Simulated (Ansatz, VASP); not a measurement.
## Ti3Zn in VASP and in Ansatz

The input INCAR:

```
ALGO = Fast
EDIFF = 1E-6
ENCUT = 520
ISIF = 2
ISMEAR = 0
LASPH = True
LCHARG = False
LREAL = False
LWAVE = False
NBANDS = 32
NELM = 60
PREC = Accurate
SIGMA = 0.15
```

The input KPOINTS:

```
k-points
0
Gamma
  12 12 12
```

File POSCAR:

```
Ti3Zn
1.0
    3.9783618570     -0.0353204039     -0.0353204039
   -0.0353204039      3.9783618570     -0.0353204039
   -0.0353204039     -0.0353204039      3.9783618570
Ti Zn
3 1
Direct
    0.0000000000      0.5000000000      0.5000000000
    0.5000000000      0.0000000000      0.5000000000
    0.5000000000      0.5000000000      0.0000000000
    0.0000000000      0.0000000000      0.0000000000
```

Input for Ansatz:

```yaml
crystal:
  lattice:
    - [3.978361857, -0.0353204039, -0.0353204039]
    - [-0.0353204039, 3.978361857, -0.0353204039]
    - [-0.0353204039, -0.0353204039, 3.978361857]
  atoms:
    - { symbol: Ti, position: [0.0, 0.5, 0.5] }
    - { symbol: Ti, position: [0.5, 0.0, 0.5] }
    - { symbol: Ti, position: [0.5, 0.5, 0.0] }
    - { symbol: Zn, position: [0.0, 0.0, 0.0] }
basis:
  ecutwfc: 520.0
kpoints:
  mp_grid: { grid: [12, 12, 12] }
hamiltonian:
  xc: lda
scf:
  occupations: { method: gaussian, width: 0.15 }
output:
  forces: true
  stress: true
  eigenvalues: true
```

Alike in both runs: task single point; functional LDA; k mesh 12 × 12 × 12; occupations gaussian, width 0.15 eV; no spin polarisation.

```csv
,VASP,Ansatz
version,VASP 6.6.1,Ansatz 0.2.0
potentials or method,"VASP PAW LDA potentials, release 64 (Ti_sv, Zn), cutoff 520 eV","scalar-relativistic, plane waves, PAW"
valence electrons in the cell,48,48
```

|  | VASP | Ansatz | Ansatz less VASP |
| --- | --- | --- | --- |
| gap on the k mesh at the Fermi level (eV) | none | none | - |
| pressure (GPa) | -5.8 | -6.0 | -0.19 |
| traceless stress, the component that is largest in VASP (GPa) | 1.02 | 1.01 | -0.004 |

LDA's correlation is that of Perdew and Zunger in VASP and of Perdew and Wang (1992) in Ansatz. A gap of «none» marks a metal or a gap that the smearing closes.
